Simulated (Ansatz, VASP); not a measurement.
AlN in VASP and in Ansatz

```
Al N
1.0
     0.00000    2.01887    2.01887
     2.01887    0.00000    2.01887
     2.01887    2.01887    0.00000
Al N
1 1
Direct
  0.00000 0.00000 0.00000
  0.50000 0.50000 0.50000
```

Alike in both runs: task single point; functional HSE06; k mesh 8 × 8 × 8; no spin polarisation.

```csv
,VASP,Ansatz
version,VASP 6.6.1,Ansatz 0.2.0
potentials or method,"VASP PAW PBE potentials, release 64 (Al, N)","plane waves, PAW"
plane-wave cutoff (eV),520,420
occupations,"gaussian, width 0.01 eV",fixed
valence electrons in the cell,8,8
```

```csv
,VASP,Ansatz,Ansatz less VASP
gap on the k mesh at the Fermi level (eV),6.01,6.08,+0.069
pressure (GPa),-1.4,-1.5,-0.09
```

Ansatz's warnings: stress exchange threshold loose, stress scf threshold loose.
